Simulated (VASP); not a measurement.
# As (Cmce) in VASP: single point with r2SCAN

Aim: the single point of As with r2SCAN.

Everything below comes from runs of VASP 6.6.1. Logs are shortened: lines on timing, memory, paths and dates and some standing lists are left out, and cuts for length are marked.

## (1) The cell of the first run

It takes space group Cmce (No. 64, orthorhombic). Conventional cell: a = 3.646 Å, b = 11.402 Å, c = 4.745 Å, α = 90.00°, β = 90.00°, γ = 90.00°. As (site symmetry m) has 3 As at 2.47 to 2.48 Å within 3.3 Å.

## (2) Single point, r2SCAN

File POSCAR:

```
As
1.0
    1.8228460629     -5.7012037144      0.0000000000
    1.8228460629      5.7012037144      0.0000000000
    0.0000000000      0.0000000000      4.7454097387
As
4
Direct
    0.1042387701      0.8957612299      0.0738726559
    0.6042387701      0.3957612299      0.4261273441
    0.8957612299      0.1042387701      0.9261273441
    0.3957612299      0.6042387701      0.5738726559
```

File INCAR.step1:

```
SYSTEM = As
  PREC = Accurate
  ENCUT = 520
  ISMEAR = 0
  SIGMA = 0.1
  LREAL = .False.
  LASPH = .True.
  NELM = 100
  NBANDS = 18
  GGA = PE
  ALGO = Normal
  EDIFF = 1E-4
  LWAVE = .True.
  LCHARG = .False.
```

File INCAR.step2:

```
SYSTEM = As
  PREC = Accurate
  ENCUT = 520
  EDIFF = 1E-6
  ISMEAR = 0
  SIGMA = 0.1
  LREAL = .False.
  LASPH = .True.
  NELM = 100
  ALGO = Normal
  ISIF = 2
  LWAVE = .False.
  LCHARG = .True.
  METAGGA = R2SCAN
  LMIXTAU = .True.
  LELF = .True.
  LVHAR = .True.
  NBANDS = 18
  ISTART = 1
```

File KPOINTS:

```
Automatic mesh
0
Gamma
  12 12 10
  0 0 0
```

Potentials or basis: VASP PAW PBE potentials, release 64 (As).

The run is started by

```
$ cat potpaw_PBE.64/As/POTCAR > POTCAR
$ cp INCAR.step1 INCAR
$ mpirun -np 1 vasp_std > vasp.out
$ cp INCAR.step2 INCAR
$ mpirun -np 1 vasp_std > vasp.out
```

OUTCAR:

```text
SYSTEM = As
   PREC = Accurate
   ENCUT = 520
   EDIFF = 1E-6
   ISMEAR = 0
   LREAL = .False.
   LASPH = .True.
   NELM = 100
   ISIF = 2
   METAGGA = R2SCAN
   ISTART = 1

 ion  position               nearest neighbor table
   1  0.104  0.896  0.074-   2 2.47   2 2.47   3 2.48
   2  0.604  0.396  0.426-   1 2.47   1 2.47   4 2.48
   3  0.896  0.104  0.926-   4 2.47   4 2.47   1 2.48
   4  0.396  0.604  0.574-   3 2.47   3 2.47   2 2.48

  LATTYP: Found a base centered orthorhombic cell.
 ALAT       =     3.6456921258
 B/A-ratio  =     3.1276386034
 C/A-ratio  =     1.3016485142

  Lattice vectors:

 A1 = (   1.8228460629,  -5.7012037144,   0.0000000000)
 A2 = (   1.8228460629,   5.7012037144,   0.0000000000)
 A3 = (   0.0000000000,   0.0000000000,   4.7454097387)

Analysis of symmetry for initial positions (statically):
=====================================================================
 Subroutine PRICEL returns:
 Original cell was already a primitive cell.

 Routine SETGRP: Setting up the symmetry group for a
 base centered orthorhombic supercell.

 Subroutine GETGRP returns: Found  8 space group operations
 (whereof  4 operations were pure point group operations)
 out of a pool of  8 trial point group operations.

The static configuration has the point symmetry C_2h.
 The point group associated with its full space group is D_2h.

Analysis of symmetry for dynamics (positions and initial velocities):
=====================================================================
 Subroutine PRICEL returns:
 Original cell was already a primitive cell.

 Routine SETGRP: Setting up the symmetry group for a
 base centered orthorhombic supercell.

 Subroutine GETGRP returns: Found  8 space group operations
 (whereof  4 operations were pure point group operations)
 out of a pool of  8 trial point group operations.

The dynamic configuration has the point symmetry C_2h.
 The point group associated with its full space group is D_2h.

 Subroutine INISYM returns: Found  8 space group operations
 (whereof  4 operations are pure point group operations),
 and found     1 'primitive' translations

----------------------------------------------------------------------------------------

                                     Primitive cell

  volume of cell :      98.6326

  direct lattice vectors                    reciprocal lattice vectors
     1.822846063 -5.701203714  0.000000000     0.274296338 -0.087700778  0.000000000
     1.822846063  5.701203714  0.000000000     0.274296338  0.087700778  0.000000000
     0.000000000  0.000000000  4.745409739     0.000000000  0.000000000  0.210729959

  length of vectors
     5.985523499  5.985523499  4.745409739     0.287975533  0.287975533  0.210729959

  position of ions in fractional coordinates (direct lattice)
     0.104238770  0.895761230  0.073872656
     0.604238770  0.395761230  0.426127344
     0.895761230  0.104238770  0.926127344
     0.395761230  0.604238770  0.573872656

  ion indices of the primitive-cell ions
   primitive index   ion index
                 1           1
                 2           2
                 3           3
                 4           4

----------------------------------------------------------------------------------------

 KPOINTS: Automatic mesh

Automatic generation of k-mesh.
 Grid dimensions read from file:
 generate k-points for:   12   12   10

 Generating k-lattice:

  Cartesian coordinates                     Fractional coordinates (reciprocal lattice)
     0.022858028 -0.007308398  0.000000000     0.083333333 -0.000000000  0.000000000
     0.022858028  0.007308398  0.000000000    -0.000000000  0.083333333  0.000000000
     0.000000000  0.000000000  0.021072996     0.000000000  0.000000000  0.100000000

  Length of vectors
     0.023997961  0.023997961  0.021072996

  Shift w.r.t. Gamma in fractional coordinates (k-lattice)
     0.000000000  0.000000000  0.000000000

 Subroutine IBZKPT returns following result:
 ===========================================

 Found    258 irreducible k-points:

 Following reciprocal coordinates:
            Coordinates               Weight
  0.000000  0.000000  0.000000      1.000000
  0.083333  0.000000  0.000000      4.000000
  0.166667  0.000000  0.000000      4.000000
  0.250000  0.000000  0.000000      4.000000
  0.333333  0.000000  0.000000      4.000000
  0.416667  0.000000  0.000000      4.000000
[... 16 lines left out ...]
  0.500000  0.166667  0.000000      4.000000
 -0.416667  0.166667  0.000000      4.000000
 [... further k-points ...]
   k-points           NKPTS =    258   k-points in BZ     NKDIM =    258   number of bands    NBANDS=     18
   number of dos      NEDOS =    301   number of ions     NIONS =      4
   total plane-waves  NPLWV =  82944
   dimension x,y,z NGX =    48 NGY =   48 NGZ =   36
   dimension x,y,z NGXF=    96 NGYF=   96 NGZF=   72
   ions per type =               4
   NGX,Y,Z   is equivalent  to a cutoff of  13.33, 13.33, 12.61 a.u.
   NGXF,Y,Z  is equivalent  to a cutoff of  26.66, 26.66, 25.22 a.u.
 SYSTEM =  As
   PREC   = accura    normal or accurate (medium, high low for compatibility)
   ISTART =      1    job   : 0-new  1-cont  2-samecut
   ICHARG =      0    charge: 1-file 2-atom 10-const
   ISPIN  =      1    spin polarized calculation?
   LNONCOLLINEAR =      F non collinear calculations
   LSORBIT =      F    spin-orbit coupling
   LASPH  =      T    aspherical Exc in radial PAW
   ENCUT  =  520.0 eV  38.22 Ry    6.18 a.u.  11.13 11.13  8.82*2*pi/ulx,y,z
   NELM   =    100;   NELMIN=  2; NELMDL=  0     # of ELM steps
   EDIFF  = 0.1E-05   stopping-criterion for ELM
   LREAL  =      F    real-space projection
   EDIFFG = 0.1E-04   stopping-criterion for IOM
   NSW    =      0    number of steps for IOM
   IBRION =     -1    ionic relax: 0-MD 1-quasi-New 2-CG
   NFREE  =      0    steps in history (QN), initial steepest desc. (CG)
   ISIF   =      2    stress and relaxation
   ISYM   =      2    0-nonsym 1-usesym 2-fastsym
   POTIM  = 0.5000    time-step for ionic-motion
   TEBEG  =    0.0;   TEEND  =   0.0 temperature during run
   PSTRESS=    0.0 pullay stress
   NELECT =      20.0000    total number of electrons
   NUPDOWN=      -1.0000    fix difference up-down
   EMIN   =  10.00;   EMAX   =-10.00  energy-range for DOS
   EFERMI =   0.00;   METHOD = LEGACY
   ISMEAR =     0;   SIGMA  =   0.10  broadening in eV -4-tet -1-fermi 0-gaus
   EFERMI_NEDOS =   21; number of points for ismear=-14 and -15
   IALGO  =     38    algorithm
   IMIX   =      4    mixing-type and parameters
     AMIX     =   0.40;   BMIX     =  1.00
     AMIX_MAG =   1.60;   BMIX_MAG =  1.00
  volume/ion in A,a.u.               =      24.66       166.40
  Fermi-wavevector in a.u.,A,eV,Ry     =   0.961785  1.817510 12.585807  0.925031
  Thomas-Fermi vector in A             =   2.091187
   LORBIT       =      0    0 simple, 1 ext, 2 COOP (PROOUT), +10 PAW based schemes
   METAGGA = R2SCAN    functional components
   LHFCALC =     F    Hartree Fock is set to
   AEXX    =    0.0000 exact exchange contribution
   IVDW    =     0    specifies the selected vdW correction
   LEPSILON=     F    determine dielectric tensor
   LRPA    =     F    only Hartree local field effects (RPA)
 non-spin polarized calculation
 Gauss-broadening in eV      SIGMA  =   0.10
  energy-cutoff  :      520.00
  volume of cell :       98.63
 maximum number of plane-waves:      2676
 NGX is ok and might be reduce to    48
   NGX = 23   NGY = 23   NGZ = 17

 number of electron      20.0000002 magnetization

 Free energy of the ion-electron system (eV)
  ---------------------------------------------------
  ext. energy  EPLUGINS =         0.00000000
  ---------------------------------------------------
  free energy    TOTEN  =       -58.82742031 eV

  energy without entropy =      -58.82737937  energy(sigma->0) =      -58.82739984

 E-fermi :   3.9552     XC(G=0):  -9.6197

 val. band max:        3.8568681016   @ k =   0.5000   0.5000   0.0000
 cond. band min:       4.0452621298   @ k =   0.5000   0.5000   0.0000
 fundamental gap:      0.1883940282
 Fermi energy:         3.9551939808

 k-point     1 :       0.0000    0.0000    0.0000
  band No.  band energies     occupation
      1     -11.4318      2.00000
      2      -8.8989      2.00000
      3      -6.2180      2.00000
      4      -2.5815      2.00000
      5      -2.0647      2.00000
      6      -0.2766      2.00000
[... 10 lines left out ...]
     17      11.7882      0.00000
     18      11.9827      0.00000

 k-point     2 :       0.0833    0.0000    0.0000
  band No.  band energies     occupation
      1     -11.3573      2.00000
      2      -8.8306      2.00000
      3      -6.2803      2.00000
      4      -2.7378      2.00000
      5      -1.9889      2.00000
      6      -0.2147      2.00000
[... 10 lines left out ...]
     17      11.1123      0.00000
     18      11.6903      0.00000

 k-point     3 :       0.1667    0.0000    0.0000
  band No.  band energies     occupation
      1     -11.1353      2.00000
      2      -8.6262      2.00000
      3      -6.4908      2.00000
      4      -3.2086      2.00000
      5      -1.7660      2.00000
      6      -0.2922      2.00000
[... 10 lines left out ...]
     17      10.1139      0.00000
     18      11.4931      0.00000

 k-point     4 :       0.2500    0.0000    0.0000
  band No.  band energies     occupation
      1     -10.7704      2.00000
      2      -8.2865      2.00000
      3      -6.8932      2.00000
      4      -3.9402      2.00000
      5      -1.4124      2.00000
      6      -0.7259      2.00000
[... 10 lines left out ...]
     17      10.3944      0.00000
     18      11.3728      0.00000

 k-point     5 :       0.3333    0.0000    0.0000
  band No.  band energies     occupation
      1     -10.2721      2.00000
      2      -7.8140      2.00000
      3      -7.4876      2.00000
      4      -4.8036      2.00000
      5      -0.9727      2.00000
      6      -0.8529      2.00000
[... 10 lines left out ...]
     17      11.3883      0.00000
     18      11.4038      0.00000

 k-point     6 :       0.4167    0.0000    0.0000
  band No.  band energies     occupation
      1      -9.6567      2.00000
      2      -8.2047      2.00000
      3      -7.2137      2.00000
      4      -5.6795      2.00000
      5      -0.7156      2.00000
      6      -0.5795      2.00000
[... 10 lines left out ...]
     17      11.4341      0.00000
     18      11.4779      0.00000

 k-point     7 :       0.5000    0.0000    0.0000
  band No.  band energies     occupation
      1      -8.9520      2.00000
      2      -8.9520      2.00000
      3      -6.4956      2.00000
      4      -6.4956      2.00000
      5      -0.5081      2.00000
      6      -0.5081      2.00000
[... 10 lines left out ...]
     17      11.4728      0.00000
     18      11.4728      0.00000

 k-point     8 :       0.0833    0.0833    0.0000
  band No.  band energies     occupation
      1     -11.1468      2.00000
      2      -8.5971      2.00000
      3      -6.4943      2.00000
      4      -3.1977      2.00000
      5      -1.8111      2.00000
      6      -0.2882      2.00000
[... 10 lines left out ...]
     17      10.0941      0.00000
     18      12.0811      0.00000
[... 229 lines left out ...]
     17      11.1915      0.00000
     18      12.6724      0.00000

 k-point    20 :       0.2500    0.1667    0.0000
  band No.  band energies     occupation
      1      -9.7130      2.00000
      2      -8.1593      2.00000
      3      -7.0677      2.00000
      4      -5.7984      2.00000
      5      -0.7745      2.00000
      6      -0.7022      2.00000
[... 10 lines left out ...]
     17      11.1000      0.00000
     18      12.2915      0.00000

 k-point    21 :       0.3333    0.1667    0.0000
  band No.  band energies     occupation
      1      -9.0149      2.00000
      2      -8.8824      2.00000
      3      -6.6638      2.00000
      4      -6.3271      2.00000
      5      -0.6318      2.00000
      6      -0.4186      2.00000
[... 10 lines left out ...]
     17      11.3244      0.00000
     18      11.7329      0.00000

 k-point    22 :       0.4167    0.1667    0.0000
  band No.  band energies     occupation
      1      -9.5709      2.00000
      2      -8.2620      2.00000
      3      -7.4142      2.00000
      4      -5.5148      2.00000
      5      -0.7628      2.00000
      6      -0.3078      2.00000
[... 10 lines left out ...]
     17      11.4210      0.00000
     18      11.7590      0.00000

 k-point    23 :       0.5000    0.1667    0.0000
  band No.  band energies     occupation
      1     -10.1797      2.00000
      2      -8.0282      2.00000
      3      -7.5245      2.00000
      4      -4.6805      2.00000
      5      -0.8771      2.00000
      6      -0.5971      2.00000
[... 10 lines left out ...]
     17      11.4173      0.00000
     18      11.4348      0.00000

 k-point    24 :      -0.4167    0.1667    0.0000
  band No.  band energies     occupation
      1     -10.6804      2.00000
      2      -8.4962      2.00000
      3      -6.8985      2.00000
      4      -3.9029      2.00000
      5      -1.0448      2.00000
      6      -0.7554      2.00000
[... 10 lines left out ...]
     17      10.3522      0.00000
     18      10.8469      0.00000

 [... further k-points ...]

------------------------ aborting loop because EDIFF is reached ----------------------------------------

  FORCE on cell =-STRESS in cart. coord.  units (eV):
  Direction    XX          YY          ZZ          XY          YZ          ZX
  --------------------------------------------------------------------------------------
  -------------------------------------------------------------------------------------
  Total        0.0516698      0.0872050      0.0867624      0.0000000      0.0000000      0.0000000
  in kB        0.8393183      1.4165494      1.4093603      0.0000000      0.0000000      0.0000000
  external PRESSURE =       1.2217427 kB  Pullay stress =       0.0000000 kB

 VOLUME and BASIS-vectors are now :
 -----------------------------------------------------------------------------
  energy-cutoff  :      520.00
  volume of cell :       98.63
      direct lattice vectors                 reciprocal lattice vectors
     1.822846063 -5.701203714  0.000000000     0.274296338 -0.087700778  0.000000000
     1.822846063  5.701203714  0.000000000     0.274296338  0.087700778  0.000000000
     0.000000000  0.000000000  4.745409739     0.000000000  0.000000000  0.210729959

 POSITION                                       TOTAL-FORCE (eV/Angst)
 -----------------------------------------------------------------------------------
      1.82285      4.51263      0.35056         0.000000     -0.022612     -0.027978
      1.82285     -1.18857      2.02215         0.000000     -0.022612      0.027978
      1.82285     -4.51263      4.39485         0.000000      0.022612      0.027978
      1.82285      1.18857      2.72326         0.000000      0.022612     -0.027978
 -----------------------------------------------------------------------------------
    total drift:                                0.000000     -0.000000     -0.000000

  FREE ENERGIE OF THE ION-ELECTRON SYSTEM (eV)
  ---------------------------------------------------
  free  energy   TOTEN  =       -58.8274203067 eV

  energy  without entropy=      -58.8273793661  energy(sigma->0) =      -58.82739984
```

Wall time 11 min (1 thread of Intel Xeon 6975P-C (Granite Rapids), shared host); peak memory 0.54 GiB.

Results:

- Free energy: -58.8274 eV
- Pressure: 0.1 GPa
- Largest force: 0.036 eV/Å

Forces on the atoms (eV/Å):
```
As   0.000 -0.023 -0.028
As   0.000 -0.023  0.028
As   0.000  0.023  0.028
As   0.000  0.023 -0.028
```

Caveat: the PAW data sets were made with another functional, which shifts forces and pressure a little.
